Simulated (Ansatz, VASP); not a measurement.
**AlN: VASP beside Ansatz**

```
Al N
1.0
     3.10670    0.00000    0.00000
    -1.55335    2.69048    0.00000
     0.00000    0.00000    4.97858
Al N
2 2
Direct
  0.33333 0.66667 0.00020
  0.66667 0.33333 0.50020
  0.33333 0.66667 0.38180
  0.66667 0.33333 0.88180
```

Alike in both runs: functional r2SCAN; k mesh 9 × 9 × 6; occupations gaussian, width 0.02 eV; no spin polarisation.

Ansatz relaxed the structure, and its values are those at the end. VASP's run is a single point on that final structure, the one shown.

|  | VASP | Ansatz |
| --- | --- | --- |
| version | VASP 6.6.1 | Ansatz 0.2.0 |
| potentials or method | VASP PAW PBE potentials, release 64 (Al, N), cutoff 520 eV | scalar-relativistic, plane waves, PAW |
| valence electrons in the cell | 16 | 16 |

```tsv
	VASP	Ansatz	Ansatz less VASP
gap on the k mesh at the Fermi level (eV)	4.92	4.88	-0.041
least direct gap on the mesh (eV)	4.92	4.88	-0.041
pressure (GPa)	-0.4	0.0	+0.40
```

VASP's potentials were made for PBE, not for r2SCAN.
